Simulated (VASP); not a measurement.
Input of a VASP 6.6.1 run:

File POSCAR:

```
BiTe
1.0
    2.3786403182      1.3733086280      3.2114767653
   -2.3786403182      1.3733086280      3.2114767653
    0.0000000000     -2.7466172561      3.2114767653
Bi Te
1 1
Direct
    0.5000000000      0.5000000000      0.5000000000
    0.0000000000      0.0000000000      0.0000000000
```

The input INCAR.step1:

```
SYSTEM = BiTe
ALGO     = Normal         ! electronic algorithm
EDIFF    = 1E-5           ! SCF threshold, eV
ENCUT    = 520            ! plane-wave cutoff, eV
GGA      = PE             ! functional
ISIF     = 2              ! what is computed and relaxed
ISMEAR   = -1             ! smearing method
LASPH    = .TRUE.         ! aspherical terms in the spheres
LCHARG   = .FALSE.        ! write CHGCAR
LREAL    = .FALSE.        ! projectors in reciprocal space
LWAVE    = .TRUE.         ! write WAVECAR
NBANDS   = 18             ! bands
NELM     = 60             ! most SCF steps
PREC     = Accurate       ! precision mode
SIGMA    = 0.05           ! smearing width, eV
```

The input INCAR.step2:

```
SYSTEM = BiTe
AEXX     = 0.25           ! exact-exchange fraction
ALGO     = Normal         ! electronic algorithm
EDIFF    = 1E-6           ! SCF threshold, eV
ENCUT    = 520            ! plane-wave cutoff, eV
GGA      = PS             ! functional
ISIF     = 2              ! what is computed and relaxed
ISMEAR   = -1             ! smearing method
ISTART   = 1            
LASPH    = .TRUE.         ! aspherical terms in the spheres
LCHARG   = .FALSE.        ! write CHGCAR
LHFCALC  = .TRUE.         ! exact exchange
LREAL    = .FALSE.        ! projectors in reciprocal space
LWAVE    = .FALSE.        ! write WAVECAR
NBANDS   = 18             ! bands
NELM     = 60             ! most SCF steps
PREC     = Accurate       ! precision mode
PRECFOCK = Normal       
SIGMA    = 0.05           ! smearing width, eV
```

The input KPOINTS:

```
k-points
0
G
  4 4 4
  0 0 0
```

Potentials or basis: VASP PAW PBE potentials, release 64 (Bi_d, Te).

Launch:

```console
$ cat potpaw_PBE.64/Bi_d/POTCAR potpaw_PBE.64/Te/POTCAR > POTCAR
$ cp INCAR.step1 INCAR
$ mpirun -np 1 vasp_std > vasp.out
$ cp INCAR.step2 INCAR
$ mpirun -np 1 vasp_std > vasp.out
```

Question: Predict the pressure.

Answer: -0.4 GPa.

Stress tensor (GPa, compression positive):
```
-0.42  0.00  0.00
 0.00 -0.42  0.00
 0.00  0.00 -0.28
```

Caveat: the k points lie up to 0.41 Å⁻¹ apart; the PAW data sets were made with another functional, which shifts forces and pressure a little.
